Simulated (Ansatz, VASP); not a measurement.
## Au in VASP and in Ansatz

```
CELL_PARAMETERS angstrom
-1.65727 1.65727 1.63241
1.65727 -1.65727 1.63241
1.65727 1.65727 -1.63241
ATOMIC_POSITIONS crystal
Au 0.00000 0.00000 0.00000
```

Change from the starting cell: strain +0.000 along x and y, -0.015 along z, atoms carried along.

Alike in both runs: task single point; functional PBEsol; k mesh 20 × 20 × 20; occupations gaussian, width 0.15 eV; no spin polarisation.

|  | VASP | Ansatz |
| --- | --- | --- |
| version | VASP 6.6.1 | Ansatz 0.2.0 |
| potentials or method | VASP PAW PBE potentials, release 64 (Au), cutoff 520 eV | scalar-relativistic, plane waves, PAW |
| valence electrons in the cell | 11 | 19 |

```tsv
	VASP	Ansatz	Ansatz less VASP
gap on the k mesh at the Fermi level (eV)	none	none	-
pressure (GPa)	-7.8	-7.6	+0.23
```

VASP's potentials were made for PBE, not for PBEsol. A gap of «none» marks a metal or a gap that the smearing closes. With one functional, cell and mesh, what is left measures potentials, basis and numerics. VASP's potentials hold 11 valence electrons a cell and Ansatz's 19, so a difference there can come from the potentials and not from the codes.

Spin-orbit coupling is off throughout.
